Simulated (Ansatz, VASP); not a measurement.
# Two plane-wave programs on BN

```xyz
4
Lattice="2.4468 0.0000 0.0000 -1.2234 2.1190 0.0000 0.0000 0.0000 6.2346" Properties=species:S:1:pos:R:3 pbc="T T T"
B     0.0000    1.4126    1.5587
B     1.2234    0.7063    4.6760
N     0.0000    1.4126    4.6760
N     1.2234    0.7063    1.5587
```

Alike in both runs: task single point; functional LDA; k mesh 12 × 12 × 4; occupations gaussian, width 0.05 eV; no spin polarisation.

```csv
,VASP,Ansatz
version,VASP 6.6.1,Ansatz 0.2.0
potentials or method,"VASP PAW LDA potentials, release 64 (B, N), cutoff 520 eV","scalar-relativistic, plane waves, PAW"
valence electrons in the cell,16,16
```

|  | VASP | Ansatz | Ansatz less VASP |
| --- | --- | --- | --- |
| gap on the k mesh at the Fermi level (eV) | 4.04 | 4.05 | +0.013 |
| least direct gap on the mesh (eV) | 4.44 | 4.46 | +0.013 |
| pressure (GPa) | 15.6 | 15.0 | -0.67 |
| traceless stress, the component that is largest in VASP (GPa) | -14.20 | -13.33 | +0.876 |

Ansatz warns that its potentials were made for another functional, while VASP's fit it. LDA's correlation is that of Perdew and Zunger in VASP and of Perdew and Wang (1992) in Ansatz.
